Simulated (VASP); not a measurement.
# Se (P6_3/mmc) in VASP: notebook, part 2 of 2

VASP 6.6.1. Earlier steps stand in the parts before.

**4. Single point, PBEsol (17.63 Å³/atom)**

This run uses another cell than the first one, of 17.63 Å³/atom.

INCAR reads:

```
  PREC = Accurate
  ENCUT = 520
  EDIFF = 1E-6
  ISMEAR = -1
  SIGMA = 0.1
  LREAL = F
  LASPH = T
  NELM = 60
  ALGO = Normal
  ISIF = 2
  LWAVE = F
  LCHARG = F
  GGA = PS
  NBANDS = 13
```

KPOINTS reads:

```
Automatic mesh
0
Gamma
  14 14 8
```

POSCAR reads:

```
Se
1.0
    3.2709069151      0.0000000000      0.0000000000
   -1.6354534576      2.8326884818      0.0000000000
    0.0000000000      0.0000000000      3.8050428559
Se
2
Direct
    0.3333333333      0.6666666667      0.2500000000
    0.6666666667      0.3333333333      0.7500000000
```

Potentials or basis: VASP PAW PBE potentials, release 64 (Se).

Command:

```bash
cat potpaw_PBE.64/Se/POTCAR > POTCAR
mpirun -np 1 vasp_std > vasp.out
```

OUTCAR:

```text
PREC = Accurate
   ENCUT = 520
   EDIFF = 1E-6
   ISMEAR = -1
   LREAL = F
   LASPH = T
   NELM = 60
   ISIF = 2
   GGA = PS

 ion  position               nearest neighbor table
   1  0.333  0.667  0.250-   2 2.68   2 2.68   2 2.68   2 2.68   2 2.68   2 2.68
   2  0.667  0.333  0.750-   1 2.68   1 2.68   1 2.68   1 2.68   1 2.68   1 2.68

  LATTYP: Found a hexagonal cell.
 ALAT       =     3.2709069151
 C/A-ratio  =     1.1632990344

  Lattice vectors:

 A1 = (   3.2709069151,   0.0000000000,   0.0000000000)
 A2 = (  -1.6354534576,   2.8326884818,   0.0000000000)
 A3 = (   0.0000000000,   0.0000000000,   3.8050428559)

Analysis of symmetry for initial positions (statically):
=====================================================================
 Subroutine PRICEL returns:
 Original cell was already a primitive cell.

 Routine SETGRP: Setting up the symmetry group for a
 hexagonal supercell.

 Subroutine GETGRP returns: Found 24 space group operations
 (whereof 12 operations were pure point group operations)
 out of a pool of 24 trial point group operations.

The static configuration has the point symmetry D_3d.
 The point group associated with its full space group is D_6h.

Analysis of symmetry for dynamics (positions and initial velocities):
=====================================================================
 Subroutine PRICEL returns:
 Original cell was already a primitive cell.

 Routine SETGRP: Setting up the symmetry group for a
 hexagonal supercell.

 Subroutine GETGRP returns: Found 24 space group operations
 (whereof 12 operations were pure point group operations)
 out of a pool of 24 trial point group operations.

The dynamic configuration has the point symmetry D_3d.
 The point group associated with its full space group is D_6h.

 Subroutine INISYM returns: Found 24 space group operations
 (whereof 12 operations are pure point group operations),
 and found     1 'primitive' translations

----------------------------------------------------------------------------------------

                                     Primitive cell

  volume of cell :      35.2555

  direct lattice vectors                    reciprocal lattice vectors
     3.270906915  0.000000000  0.000000000     0.305725606  0.176510761  0.000000000
    -1.635453458  2.832688482  0.000000000     0.000000000  0.353021522  0.000000000
     0.000000000  0.000000000  3.805042856     0.000000000  0.000000000  0.262809129

  length of vectors
     3.270906915  3.270906915  3.805042856     0.353021522  0.353021522  0.262809129

  position of ions in fractional coordinates (direct lattice)
     0.333333333  0.666666667  0.250000000
     0.666666667  0.333333333  0.750000000

  ion indices of the primitive-cell ions
   primitive index   ion index
                 1           1
                 2           2

----------------------------------------------------------------------------------------

 KPOINTS: Automatic mesh

Automatic generation of k-mesh.
 Grid dimensions read from file:
 generate k-points for:   14   14    8

 Generating k-lattice:

  Cartesian coordinates                     Fractional coordinates (reciprocal lattice)
     0.021837543  0.012607912  0.000000000     0.071428571  0.000000000  0.000000000
     0.000000000  0.025215823  0.000000000     0.000000000  0.071428571  0.000000000
     0.000000000  0.000000000  0.032851141     0.000000000  0.000000000  0.125000000

  Length of vectors
     0.025215823  0.025215823  0.032851141

  Shift w.r.t. Gamma in fractional coordinates (k-lattice)
     0.000000000  0.000000000  0.000000000

 Subroutine IBZKPT returns following result:
 ===========================================

 Found    120 irreducible k-points:

 Following reciprocal coordinates:
            Coordinates               Weight
  0.000000  0.000000  0.000000      1.000000
  0.071429  0.000000  0.000000      6.000000
  0.142857  0.000000  0.000000      6.000000
  0.214286  0.000000  0.000000      6.000000
  0.285714  0.000000  0.000000      6.000000
  0.357143  0.000000  0.000000      6.000000
[... 16 lines left out ...]
  0.285714  0.285714  0.000000      6.000000
  0.357143  0.285714  0.000000      6.000000
 [... further k-points ...]
   k-points           NKPTS =    120   k-points in BZ     NKDIM =    120   number of bands    NBANDS=     13
   number of dos      NEDOS =    301   number of ions     NIONS =      2
   total plane-waves  NPLWV =  16128
   dimension x,y,z NGX =    24 NGY =   24 NGZ =   28
   dimension x,y,z NGXF=    48 NGYF=   48 NGZF=   56
   ions per type =               2
   NGX,Y,Z   is equivalent  to a cutoff of  12.20, 12.20, 12.23 a.u.
   NGXF,Y,Z  is equivalent  to a cutoff of  24.40, 24.40, 24.47 a.u.
 SYSTEM =  unknown system
   PREC   = accura    normal or accurate (medium, high low for compatibility)
   ISTART =      0    job   : 0-new  1-cont  2-samecut
   ICHARG =      2    charge: 1-file 2-atom 10-const
   ISPIN  =      1    spin polarized calculation?
   LNONCOLLINEAR =      F non collinear calculations
   LSORBIT =      F    spin-orbit coupling
   LASPH  =      T    aspherical Exc in radial PAW
   ENCUT  =  520.0 eV  38.22 Ry    6.18 a.u.   6.08  6.08  7.07*2*pi/ulx,y,z
   NELM   =     60;   NELMIN=  2; NELMDL= -5     # of ELM steps
   EDIFF  = 0.1E-05   stopping-criterion for ELM
   LREAL  =      F    real-space projection
   EDIFFG = 0.1E-04   stopping-criterion for IOM
   NSW    =      0    number of steps for IOM
   IBRION =     -1    ionic relax: 0-MD 1-quasi-New 2-CG
   NFREE  =      0    steps in history (QN), initial steepest desc. (CG)
   ISIF   =      2    stress and relaxation
   ISYM   =      2    0-nonsym 1-usesym 2-fastsym
   POTIM  = 0.5000    time-step for ionic-motion
   TEBEG  =    0.0;   TEEND  =   0.0 temperature during run
   PSTRESS=    0.0 pullay stress
   NELECT =      12.0000    total number of electrons
   NUPDOWN=      -1.0000    fix difference up-down
   EMIN   =  10.00;   EMAX   =-10.00  energy-range for DOS
   EFERMI =   0.00;   METHOD = LEGACY
   ISMEAR =    -1;   SIGMA  =   0.10  broadening in eV -4-tet -1-fermi 0-gaus
   EFERMI_NEDOS =   21; number of points for ismear=-14 and -15
   IALGO  =     38    algorithm
   IMIX   =      4    mixing-type and parameters
     AMIX     =   0.40;   BMIX     =  1.00
     AMIX_MAG =   1.60;   BMIX_MAG =  1.00
  volume/ion in A,a.u.               =      17.63       118.96
  Fermi-wavevector in a.u.,A,eV,Ry     =   1.143036  2.160024 17.776423  1.306530
  Thomas-Fermi vector in A             =   2.279732
   LORBIT       =      0    0 simple, 1 ext, 2 COOP (PROOUT), +10 PAW based schemes
   GGA     = PS    functional components
   LHFCALC =     F    Hartree Fock is set to
   AEXX    =    0.0000 exact exchange contribution
   IVDW    =     0    specifies the selected vdW correction
   LEPSILON=     F    determine dielectric tensor
   LRPA    =     F    only Hartree local field effects (RPA)
 non-spin polarized calculation
  energy-cutoff  :      520.00
  volume of cell :       35.26
 maximum number of plane-waves:       964
   NGX = 13   NGY = 13   NGZ = 15

 number of electron      11.9999997 magnetization

 Free energy of the ion-electron system (eV)
  ---------------------------------------------------
  ext. energy  EPLUGINS =         0.00000000
  ---------------------------------------------------
  free energy    TOTEN  =        -6.87963681 eV

  energy without entropy =       -6.84635589  energy(sigma->0) =       -6.86299635

 E-fermi :   7.4913     XC(G=0): -11.2943

 val. band max:        7.4910033195   @ k =   0.5000   0.0000   0.3750
 cond. band min:       7.5094267308   @ k =   0.3571   0.1429   0.2500
 fundamental gap:      0.0184234113
 Fermi energy:         7.4912629416

 k-point     1 :       0.0000    0.0000    0.0000
  band No.  band energies     occupation
      1     -10.5608      2.00000
      2      -2.7679      2.00000
      3       0.5004      2.00000
      4       5.6883      2.00000
      5       5.6883      2.00000
      6       9.0430      0.00000
      7       9.0430      0.00000
      8      11.4467      0.00000
      9      12.4817      0.00000
     10      15.8110      0.00000
     11      17.9603      0.00000
     12      17.9603      0.00000
     13      19.8500      0.00000
[... 353 lines left out ...]
 k-point    24 :       0.3571    0.2857    0.0000
  band No.  band energies     occupation
      1      -6.7349      2.00000
      2      -6.1037      2.00000
      3       0.0787      2.00000
      4       4.5173      2.00000
      5       4.9372      2.00000
      6       5.2710      2.00000
      7       5.5744      2.00000
      8       8.1165      0.00384
      9      13.0702      0.00000
     10      15.6029      0.00000
     11      17.6997      0.00000
     12      18.0754      0.00000
     13      24.5374      0.00000

 [... further k-points ...]
[... 5 lines left out ...]
  --------------------------------------------------------------------------------------
  -------------------------------------------------------------------------------------
  Total        3.6156454      3.6156454      3.6696366     -0.0000000      0.0000000      0.0000000
  in kB      164.3122178    164.3122178    166.7658369     -0.0000000      0.0000000      0.0000000
  external PRESSURE =     165.1300908 kB  Pullay stress =       0.0000000 kB

 VOLUME and BASIS-vectors are now :
 -----------------------------------------------------------------------------
  energy-cutoff  :      520.00
  volume of cell :       35.26
      direct lattice vectors                 reciprocal lattice vectors
     3.270906915  0.000000000  0.000000000     0.305725606  0.176510761  0.000000000
    -1.635453458  2.832688482  0.000000000     0.000000000  0.353021522  0.000000000
     0.000000000  0.000000000  3.805042856     0.000000000  0.000000000  0.262809129

 POSITION                                       TOTAL-FORCE (eV/Angst)
 -----------------------------------------------------------------------------------
     -0.00000      1.88846      0.95126        -0.000000      0.000000      0.000000
      1.63545      0.94423      2.85378         0.000000     -0.000000      0.000000
 -----------------------------------------------------------------------------------
    total drift:                                0.000000     -0.000000      0.000000

  FREE ENERGIE OF THE ION-ELECTRON SYSTEM (eV)
  ---------------------------------------------------
  free  energy   TOTEN  =        -6.8796368140 eV

  energy  without entropy=       -6.8463558898  energy(sigma->0) =       -6.86299635
```

OSZICAR:

```text
N       E                     dE             d eps       ncg     rms          rms(c)
DAV:   1     0.464350576162E+02    0.46435E+02   -0.54187E+03  3120   0.811E+02
DAV:   2    -0.464934542289E+01   -0.51084E+02   -0.48655E+02  4280   0.139E+02
DAV:   3    -0.687454955679E+01   -0.22252E+01   -0.22025E+01  3970   0.301E+01
DAV:   4    -0.688339550338E+01   -0.88459E-02   -0.88437E-02  3616   0.221E+00
DAV:   5    -0.688341984638E+01   -0.24343E-04   -0.24341E-04  3990   0.114E-01    0.707E+00
DAV:   6    -0.688085319556E+01    0.25667E-02   -0.93061E-04  3606   0.214E-01    0.424E+00
DAV:   7    -0.687963142638E+01    0.12218E-02   -0.20788E-03  3785   0.324E-01    0.445E-02
DAV:   8    -0.687963599168E+01   -0.45653E-05   -0.49768E-05  3863   0.463E-02    0.172E-02
DAV:   9    -0.687963681402E+01   -0.82234E-06   -0.31981E-06  3860   0.113E-02
   1 F= -.68796368E+01 E0= -.68629964E+01  d E =-.332809E-01
```

It took 16 s on 1 thread of AMD EPYC 9R45 (Zen 5), shared host; peak memory 0.14 GiB.

What came out:

- Free energy: -6.8796 eV
- Pressure: 16.5 GPa
- Band gap on the k mesh: zero (bands 6 and 7 overlap by 3.47 eV)

Levels at points of the mesh, in eV from the Fermi level:
```tsv
k point	band 2	band 3	band 4	band 5	band 6	band 7	band 8	band 9	band 10	band 11
(0.00, 0.00, 0.00)	-10.26	-6.99	-1.80	-1.80	1.55	1.55	3.96	4.99	8.32	10.47
(0.50, 0.00, 0.00)	-13.04	-5.23	-4.14	-4.04	-1.86	-1.34	2.87	3.09	9.46	9.63
(0.00, 0.00, 0.50)	-15.67	-0.11	-0.11	-0.03	-0.03	-0.03	-0.03	8.55	8.55	8.55
(0.50, 0.00, 0.50)	-13.51	-7.99	-7.99	-1.75	-1.75	1.22	1.22	8.83	8.83	13.14
```

Caveat: the cell stands under pressure; the PAW data sets were made with another functional, which shifts forces and pressure a little.
